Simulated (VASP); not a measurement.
Here is a VASP 6.6.1 calculation.

The input INCAR:

```
SYSTEM = TiAl
PREC = Accurate ; ENCUT = 520
EDIFF = 1E-6 ; ISMEAR = 0
SIGMA = 0.15 ; LREAL = .FALSE.
LASPH = .TRUE. ; NELM = 100
ALGO = Fast ; ISIF = 2
LWAVE = .FALSE. ; LCHARG = .FALSE.
GGA = PS ; NBANDS = 14
```

Contents of KPOINTS:

```
Automatic mesh
0
G
  18 18 10
  0 0 0
```

The input POSCAR:

```
TiAl
1.0
    2.7906000000      0.0000000000      0.0000000000
   -1.3953000000      2.4167304918      0.0000000000
    0.0000000000      0.0000000000      4.4960000000
Ti Al
1 1
Direct
    0.0000000000      0.0000000000      0.0000000000
    0.3333333333      0.6666666667      0.5000000000
```

Potentials or basis: VASP PAW PBE potentials, release 64 (Ti_sv, Al).

The run is started by

```console
$ cat potpaw_PBE.64/Ti_sv/POTCAR potpaw_PBE.64/Al/POTCAR > POTCAR
$ mpirun -np 1 vasp_std > vasp.out
```

Predict the pressure.

8.8 GPa.

Stress tensor (GPa, compression positive):
```
 7.81  0.00  0.00
 0.00  7.81  0.00
 0.00  0.00 10.65
```

Caveat: the PAW data sets were made with another functional, which shifts forces and pressure a little.
